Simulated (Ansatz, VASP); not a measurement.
## One calculation of Bi, two programs

```
Bi
1.0
     4.40283    0.00000    0.00000
    -2.20142    3.81296    0.00000
     0.00000    0.00000   11.82900
Bi
2
Direct
  0.33333 0.66667 0.25000
  0.66667 0.33333 0.75000
```

Change from the starting cell: equal xx and yy strain of -3 %.

Alike in both runs: task single point; functional PBEsol; k mesh 9 × 9 × 3; occupations fermi-dirac, width 0.03 eV; no spin polarisation.

|  | VASP | Ansatz |
| --- | --- | --- |
| version | VASP 6.6.1 | Ansatz 0.2.0 |
| potentials or method | VASP PAW PBE potentials, release 64 (Bi_d), cutoff 520 eV | all-electron LAPW, scalar-relativistic |

|  | VASP | Ansatz | Ansatz less VASP |
| --- | --- | --- | --- |
| pressure (GPa) | -4.0 | -3.9 | +0.03 |
| traceless stress, the component that is largest in VASP (GPa) | 3.58 | 3.58 | 0.000 |

VASP's potentials were made for PBE, not for PBEsol. Ansatz ran all-electron here, and VASP with PAW potentials.

Spin-orbit coupling is off throughout.
